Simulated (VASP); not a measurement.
Input of a VASP 6.6.1 run:

The input INCAR:

```
ALGO = Normal
DIPOL = 0.5 0.5 0.500
EDIFF = 1E-7
ENCUT = 520
IDIPOL = 3
ISIF = 2
ISMEAR = -1
LASPH = T
LCHARG = T
LDIPOL = T
LELF = T
LREAL = F
LVACPOTAV = T
LVHAR = T
LWAVE = F
NBANDS = 34
NELM = 80
PREC = Accurate
SIGMA = 0.05
```

KPOINTS

```
k-points
0
Gamma
  15 15 1
```

The input POSCAR:

```
AgPd4
1.0
    2.7154616620      0.0000000000      0.0000000000
   -1.3577308310      2.3516587823      0.0000000000
    0.0000000000      0.0000000000     24.8687000000
Pd Ag
4 1
Direct
    0.8333333333      0.1666666667      0.3221083647
    0.1666666667      0.8333333333      0.4113102892
    0.8333333333      0.1666666667      0.5886897115
    0.1666666667      0.8333333333      0.6778916350
    0.5000000000      0.5000000000      0.4999999996
```

Potentials or basis: VASP PAW LDA potentials, release 64 (Pd, Ag).

The run is started by

```console
$ cat potpaw_LDA.64/Pd/POTCAR potpaw_LDA.64/Ag/POTCAR > POTCAR
$ mpirun -np 1 vasp_std > vasp.out
```

(1) Estimate the largest force.

(2) Predict the band gap on the k mesh.

Results:

(1) 0.438 eV/Å.

(2) zero (an odd number of electrons rules out a gap without spin polarisation).
